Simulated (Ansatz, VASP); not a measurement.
**Two plane-wave programs on BN**

```xyz
2
Lattice="2.3830 0.0000 0.0000 -1.1915 2.0637 0.0000 0.0000 0.0000 26.0000" Properties=species:S:1:pos:R:3 pbc="T T T"
B     0.0000    0.0000   13.3570
N     1.1915    0.6879   12.6430
```

Alike in both runs: task single point; functional PBE; dispersion D3(BJ); k mesh 12 × 12 × 1; occupations gaussian, width 0.02 eV; no spin polarisation.

|  | VASP | Ansatz |
| --- | --- | --- |
| version | VASP 6.6.1 | Ansatz 0.2.0 |
| potentials or method | VASP PAW PBE potentials, release 64 (B, N), cutoff 520 eV | scalar-relativistic, plane waves, PAW |
| valence electrons in the cell | 8 | 8 |

```csv
,VASP,Ansatz,Ansatz less VASP
gap on the k mesh at the Fermi level (eV),none,none,-
rms of the force components (eV/Å),5.107,5.124,+0.0165
"work function, face that differs most (eV)",6.19,6.19,-0.003
```

Atom by atom the forces differ by 0.016 eV/Å (rms over components). A gap of «none» marks a metal or a gap that the smearing closes.
